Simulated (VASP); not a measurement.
# P (Cmce) in VASP: further runs, part 2 of 2

VASP 6.6.1.

### Step 3. Single point, PBEsol

This run uses another cell than the first one, of 17.92 Å³/atom.

INCAR reads:

```
PREC = Accurate
ENCUT = 520
EDIFF = 1E-6
ISMEAR = -1
SIGMA = 0.05
LREAL = F
LASPH = T
NELM = 100
ALGO = Normal
ISIF = 2
LWAVE = F
LCHARG = F
GGA = PS
NBANDS = 18
```

KPOINTS reads:

```
regular mesh
0
Gamma
  8 8 6
```

POSCAR reads:

```
P
1.0
    1.6580951086     -5.1370939333      0.0000000000
    1.6580951086      5.1370939333      0.0000000000
    0.0000000000      0.0000000000      4.2070093192
P
4
Direct
    0.8946497288      0.1053502712      0.5731673040
    0.1053502712      0.8946497288      0.4268326960
    0.6053502712      0.3946497288      0.0731673040
    0.3946497288      0.6053502712      0.9268326960
```

Potentials or basis: VASP PAW PBE potentials, release 64 (P).

Started as:

```
cat potpaw_PBE.64/P/POTCAR > POTCAR
mpirun -np 1 vasp_std > vasp.out
```

OUTCAR:

```text
PREC = Accurate
   ENCUT = 520
   EDIFF = 1E-6
   ISMEAR = -1
   LREAL = F
   LASPH = T
   NELM = 100
   ISIF = 2
   GGA = PS

 ion  position               nearest neighbor table
   1  0.895  0.105  0.573-   4 2.23   4 2.23   2 2.25
   2  0.105  0.895  0.427-   3 2.23   3 2.23   1 2.25
   3  0.605  0.395  0.073-   2 2.23   2 2.23   4 2.25
   4  0.395  0.605  0.927-   1 2.23   1 2.23   3 2.25

  LATTYP: Found a base centered orthorhombic cell.
 ALAT       =     3.3161902172
 B/A-ratio  =     3.0981901500
 C/A-ratio  =     1.2686272631

  Lattice vectors:

 A1 = (   1.6580951086,  -5.1370939333,   0.0000000000)
 A2 = (   1.6580951086,   5.1370939333,   0.0000000000)
 A3 = (   0.0000000000,   0.0000000000,   4.2070093192)

Analysis of symmetry for initial positions (statically):
=====================================================================
 Subroutine PRICEL returns:
 Original cell was already a primitive cell.

 Routine SETGRP: Setting up the symmetry group for a
 base centered orthorhombic supercell.

 Subroutine GETGRP returns: Found  8 space group operations
 (whereof  4 operations were pure point group operations)
[... 165 lines left out ...]
  free energy    TOTEN  =       -23.04836333 eV

  energy without entropy =      -23.04587479  energy(sigma->0) =      -23.04711906

 E-fermi :   7.1647     XC(G=0): -10.3186

 val. band max:        7.1143155302   @ k =   0.5000   0.1250   0.0000
 cond. band min:       7.1805663949   @ k =   0.5000   0.3750   0.0000
 fundamental gap:      0.0662508647
 Fermi energy:         7.1647479553

 k-point     1 :       0.0000    0.0000    0.0000
  band No.  band energies     occupation
      1      -8.7929      2.00000
      2      -5.4966      2.00000
      3      -2.0242      2.00000
      4      -0.0959      2.00000
      5       2.0443      2.00000
      6       2.8571      2.00000
[... 481 lines left out ...]
      5       0.8482      2.00000
      6       1.2218      2.00000
[... 10 lines left out ...]
     17      12.6616      0.00000
     18      14.1123      0.00000

 [... further k-points ...]
[... 5 lines left out ...]
  --------------------------------------------------------------------------------------
  -------------------------------------------------------------------------------------
  Total       -0.0662795     -0.0576477     -0.0630751      0.0000000     -0.0000000      0.0000000
  in kB       -1.4816975     -1.2887312     -1.4100614      0.0000000     -0.0000000      0.0000000
  external PRESSURE =      -1.3934967 kB  Pullay stress =       0.0000000 kB

 VOLUME and BASIS-vectors are now :
 -----------------------------------------------------------------------------
  energy-cutoff  :      520.00
  volume of cell :       71.67
      direct lattice vectors                 reciprocal lattice vectors
     1.658095109 -5.137093933  0.000000000     0.301550856 -0.097331294  0.000000000
     1.658095109  5.137093933  0.000000000     0.301550856  0.097331294  0.000000000
     0.000000000  0.000000000  4.207009319     0.000000000  0.000000000  0.237698546

 POSITION                                       TOTAL-FORCE (eV/Angst)
 -----------------------------------------------------------------------------------
      1.65810     -4.05471      2.41132         0.000000     -0.015820      0.018595
      1.65810      4.05471      1.79569         0.000000      0.015820     -0.018595
      1.65810     -1.08239      0.30782         0.000000      0.015820      0.018595
      1.65810      1.08239      3.89919         0.000000     -0.015820     -0.018595
 -----------------------------------------------------------------------------------
    total drift:                               -0.000000      0.000000     -0.000000

  FREE ENERGIE OF THE ION-ELECTRON SYSTEM (eV)
  ---------------------------------------------------
  free  energy   TOTEN  =       -23.0483633347 eV

  energy  without entropy=      -23.0458747934  energy(sigma->0) =      -23.04711906
```

stdout:

```text
POSCAR found type information on POSCAR P
 POSCAR found :  1 types and       4 ions
 scaLAPACK will be used
 -----------------------------------------------------------------------------
|                                                                             |
|                                                                             |
|     You enforced a specific xc type in the INCAR file but a different       |
|     I HOPE YOU KNOW WHAT YOU ARE DOING!                                     |
|                                                                             |
 -----------------------------------------------------------------------------

 LDA part: xc-table for (Slater+PW92), standard interpolation
 POSCAR, INCAR and KPOINTS ok, starting setup
 FFT: planning ... GRIDC
 FFT: planning ... GRID_SOFT
 FFT: planning ... GRID
 WAVECAR not read
 entering main loop
```

Run time: 84 s. Hardware: 1 thread of Oxide Virtual Turin-like, shared host; peak memory 0.21 GiB.

What came out:

- Free energy: -23.0484 eV
- Pressure: -0.1 GPa
- Largest force: 0.024 eV/Å
- Band gap on the k mesh: zero (bands 10 and 11 overlap by 0.27 eV)

Forces in eV/Å, atoms in the order of the input:
```
P    0.000 -0.016  0.019
P    0.000  0.016 -0.019
P    0.000  0.016  0.019
P    0.000 -0.016 -0.019
```

Caveat: the PAW data sets were made with another functional, which shifts forces and pressure a little.

The gap in the log of VASP goes by the Fermi energy; the results here count the filled bands.